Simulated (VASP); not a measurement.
GaN: single point with PBE

Crystal: GaN.

```
CELL_PARAMETERS angstrom
3.21837 0.00000 0.00000
-1.60919 2.78719 0.00000
0.00000 0.00000 5.24320
ATOMIC_POSITIONS crystal
Ga 0.66667 0.33333 0.49914
Ga 0.33333 0.66667 0.99914
N 0.66667 0.33333 0.87586
N 0.33333 0.66667 0.37586
```

```json
{"Program": "VASP 6.6.1", "Task": "single point", "Functional": "PBE", "Potentials or basis": "VASP PAW PBE potentials, release 64 (Ga_d, N)", "Cutoff": "600 eV", "k mesh": "11 × 11 × 8", "Occupations": "gaussian, width 0.02 eV", "Spin": "no spin polarisation"}
```

```yaml
Pressure: 0.0 GPa
Band_gap_on_the_k_mesh: 1.72 eV
```

Levels at points of the mesh, in eV from the valence-band top:
```
           k point  band 16  band 17  band 18  band 19  band 20  band 21
(0.00, 0.00, 0.00)    -0.04     0.00     0.00     1.72     4.07     9.02
(0.00, 0.00, 0.50)    -0.51    -0.51    -0.51     4.06     4.06     8.31
```

Run time: 64 s on 1 thread of AMD EPYC 9R45 (Zen 5), on a shared host, peak memory 0.21 GiB.

Caveat: an odd mesh through Γ misses points on the zone boundary, where band edges can lie.
